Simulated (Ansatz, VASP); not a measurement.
Si2Ge: VASP beside Ansatz

File INCAR:

```
  PREC = Accurate
  ENCUT = 600
  EDIFF = 1E-7
  ISMEAR = 0
  SIGMA = 0.1
  LREAL = F
  LASPH = T
  NELM = 80
  ALGO = Normal
  ISIF = 3
  LWAVE = F
  LCHARG = F
  GGA = PE
  IBRION = 2
  NSW = 100
  EDIFFG = -0.01
```

File KPOINTS:

```
regular mesh
0
Gamma
  18 18 8
```

File POSCAR:

```
Si2Ge
1.0
    2.9724979684      0.0000000000      0.0000000000
   -1.4862489842      2.5742587534      0.0000000000
    0.0000000000      0.0000000000      6.6878095320
Si Ge
2 1
Direct
    0.3333333333      0.6666666667      0.6350763038
    0.6666666667      0.3333333333      0.3649236962
    0.0000000000      0.0000000000      0.0000000000
```

Input for Ansatz:

```yaml
crystal:
  lattice:
    - [2.9724979684, 0.0, 0.0]
    - [-1.4862489842, 2.5742587534, 0.0]
    - [0.0, 0.0, 6.687809532]
  atoms:
    - { symbol: Si, position: [0.3333333333, 0.6666666667, 0.6350763038] }
    - { symbol: Si, position: [0.6666666667, 0.3333333333, 0.3649236962] }
    - { symbol: Ge, position: [0.0, 0.0, 0.0] }
basis:
  ecutwfc: 420
kpoints:
  mp_grid: { grid: [18, 18, 8] }
hamiltonian:
  xc: pbe
scf:
  occupations: { method: gaussian, width: 0.1 }
output:
  forces: true
  stress: true
  eigenvalues: true
relax:
  adjacent_minimum: "off"
  f_tol: 0.01
  max_steps: 80
  cell: { stress_tol: 0.05 }
```

Alike in both runs: task relaxation of cell and atoms; functional PBE; k mesh 18 × 18 × 8; occupations gaussian, width 0.1 eV; no spin polarisation.

|  | VASP | Ansatz |
| --- | --- | --- |
| version | VASP 6.6.1 | Ansatz 0.2.0 |
| potentials or method | VASP PAW PBE potentials, release 64 (Si, Ge_d), cutoff 600 eV | scalar-relativistic, plane waves, PAW |
| valence electrons in the cell | 22 | 22 |

Ansatz gave:

```
gap on the k mesh at the Fermi level, each at its own relaxed structure (eV) : none
relaxed volume (Å³/atom)                                                     : 16.76
relaxed cell length with the largest relative difference (Å)                 : 6.547
```

Q: Which values does VASP return?

A: gap on the k mesh at the Fermi level, each at its own relaxed structure (eV): none; relaxed volume (Å³/atom): 16.75; relaxed cell length with the largest relative difference (Å): 6.545.

A gap of «none» marks a metal or a gap that the smearing closes.
